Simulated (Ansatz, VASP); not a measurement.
**GaP4 in VASP and in Ansatz**

```
Ga P
1.0
     5.64330    0.00000    0.00000
     0.00000    5.64330    0.00000
     0.00000    0.00000    2.58329
Ga P
1 4
Direct
  0.00000 0.00000 0.00000
  0.79831 0.50000 0.00000
  0.20169 0.50000 0.00000
  0.50000 0.79831 0.00000
  0.50000 0.20169 0.00000
```

Alike in both runs: functional PBE; k mesh 4 × 4 × 4; occupations gaussian, width 0.1 eV; no spin polarisation.

Ansatz relaxed the structure, and its values are those at the end. VASP's run is a single point on that final structure, the one shown.

```csv
,VASP,Ansatz
version,VASP 6.6.1,Ansatz 0.2.0
potentials or method,"VASP PAW PBE potentials, release 64 (Ga_d, P), cutoff 520 eV","scalar-relativistic, plane waves, PAW"
valence electrons in the cell,33,33
```

|  | VASP | Ansatz | Ansatz less VASP |
| --- | --- | --- | --- |
| gap on the k mesh at the Fermi level (eV) | none | none | - |
| pressure (GPa) | -0.1 | 0.0 | +0.16 |

A gap of «none» marks a metal or a gap that the smearing closes.

The k mesh is coarse, so the values compare programs but aren't converged.
